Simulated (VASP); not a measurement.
AlN (zinc blende type):

```xyz
2
Lattice="0.0000 2.2000 2.2000 2.2000 0.0000 2.2000 2.2000 2.2000 0.0000" Properties=species:S:1:pos:R:3 pbc="T T T"
Al    0.0000    0.0000    0.0000
N     1.1000    1.1000    1.1000
```

Base run:

- Program: VASP 6.6.1
- Functional: PBE
- Potentials or basis: VASP PAW PBE potentials, release 64 (Al, N)
- Cutoff: 520 eV
- k mesh: 6 × 6 × 6
- Occupations: fermi-dirac, width 0.02 eV
- Spin: no spin polarisation

Its results: band gap on the k mesh 3.30 eV, indirect (least direct gap 4.00 eV); pressure 0.1 GPa.

Task: The run is repeated on the same cell with these changes: functional from PBE to r2SCAN. What comes out?

Result: Band gap on the k mesh 3.92 eV, indirect (least direct gap 4.69 eV); pressure -4.6 GPa.

r2SCAN gives the wider gap, since meta-GGAs in the generalised Kohn-Sham scheme recover part of the derivative discontinuity.

Caveats: the PAW data sets were made with another functional, which shifts forces and pressure a little (some runs).

A k mesh can miss the band edges.
